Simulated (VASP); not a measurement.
Runs of VASP 6.6.1 on Hf. The structure is that of space group Im-3m (No. 229), or close to it. The cells are those of the table. 

| task | cell | k mesh | cutoff (eV) | gap on the mesh (eV) | pressure (GPa) | relaxed volume (Å³/atom) |
| --- | --- | --- | --- | --- | --- | --- |
| relaxation of cell and atoms | relaxed from a = 3.025 Å, angles 109.5°, 1 atom | 16 × 16 × 16 | 600 | none | 0.0 | 21.22 |
| single point | a = 3.023 Å, angles 109.5°, 1 atom | 16 × 16 × 16 | 520 | none | -0.2 | - |
| relaxation of cell and atoms | relaxed from a = 2.959 Å, angles 109.5°, 1 atom | 8 × 8 × 8 | 600 | none | -0.1 | (b) |
| single point | a = 3.025 Å, angles 109.5°, 1 atom | 8 × 8 × 8 | 520 | none | -0.3 | - |
| single point | a = 2.959 Å, angles 109.5°, 1 atom | 8 × 8 × 8 | 520 | none | (a) | - |

Alike in all rows: level PBEsol; potentials or basis VASP PAW PBE potentials, release 64 (Hf_pv); no spin polarisation; smearing gaussian 0.1 eV.

Task: Estimate the missing entries.

Result: (a) 7.9; (b) 21.27.

Caveats: the PAW data sets were made with another functional, which shifts forces and pressure a little; spin-orbit coupling is left out, which moves the levels of the heavy elements.

A k mesh can miss the band edges, and the runs leave out spin-orbit coupling on Hf.

A gap of «none» marks levels without a gap at the run's occupations.
